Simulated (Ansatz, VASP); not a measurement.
## CrGa3 in VASP and in Ansatz

The input POSCAR:

```
CrGa3
1.0
    0.0000000000      3.2570989417      3.2570989417
    3.2570989417      0.0000000000      3.2570989417
    3.2570989417      3.2570989417      0.0000000000
Ga Cr
3 1
Direct
    0.2500000000      0.2500000000      0.2500000000
    0.7500000000      0.7500000000      0.7500000000
    0.5000000000      0.5000000000      0.5000000000
    0.0000000000      0.0000000000      0.0000000000
```

File INCAR.step1:

```
  ALGO = Normal
  EDIFF = 1E-4
  ENCUT = 520
  GGA = PE
  ISMEAR = 0
  LASPH = T
  LCHARG = F
  LREAL = F
  LWAVE = T
  NBANDS = 34
  NELM = 60
  PREC = Accurate
  SIGMA = 0.1
```

File INCAR.step2:

```
  ALGO = Normal
  EDIFF = 1E-6
  ENCUT = 520
  ISIF = 2
  ISMEAR = 0
  ISTART = 1
  LASPH = T
  LCHARG = F
  LMIXTAU = T
  LREAL = F
  LWAVE = F
  METAGGA = R2SCAN
  NBANDS = 34
  NELM = 60
  PREC = Accurate
  SIGMA = 0.1
```

File KPOINTS:

```
k-points
0
Gamma
  12 12 12
```

Input for Ansatz:

```yaml
crystal:
  lattice:
    - [0.0, 3.2570989417, 3.2570989417]
    - [3.2570989417, 0.0, 3.2570989417]
    - [3.2570989417, 3.2570989417, 0.0]
  atoms:
    - { symbol: Ga, position: [0.25, 0.25, 0.25] }
    - { symbol: Ga, position: [0.75, 0.75, 0.75] }
    - { symbol: Ga, position: [0.5, 0.5, 0.5] }
    - { symbol: Cr, position: [0.0, 0.0, 0.0] }
basis:
  ecutwfc: 500
kpoints:
  mp_grid: { grid: [12, 12, 12] }
hamiltonian:
  xc: r2scan
scf:
  occupations: { method: gaussian, width: 0.1 }
  lower_state_search: "off"
output:
  forces: true
  stress: true
  eigenvalues: true
```

Alike in both runs: task single point; functional r2SCAN; k mesh 12 × 12 × 12; occupations gaussian, width 0.1 eV; no spin polarisation.

```csv
,VASP,Ansatz
version,VASP 6.6.1,Ansatz 0.2.0
potentials or method,"VASP PAW PBE potentials, release 64 (Ga_d, Cr_pv), cutoff 520 eV","scalar-relativistic, plane waves, PAW"
valence electrons in the cell,51,53
```

|  | VASP | Ansatz | Ansatz less VASP |
| --- | --- | --- | --- |
| gap on the k mesh at the Fermi level (eV) | none | none | - |
| pressure (GPa) | -10.8 | -10.8 | +0.06 |

VASP's potentials were made for PBE, not for r2SCAN. A gap of «none» marks a metal or a gap that the smearing closes. VASP's potentials hold 51 valence electrons a cell and Ansatz's 53, so a difference there can come from the potentials and not from the codes.
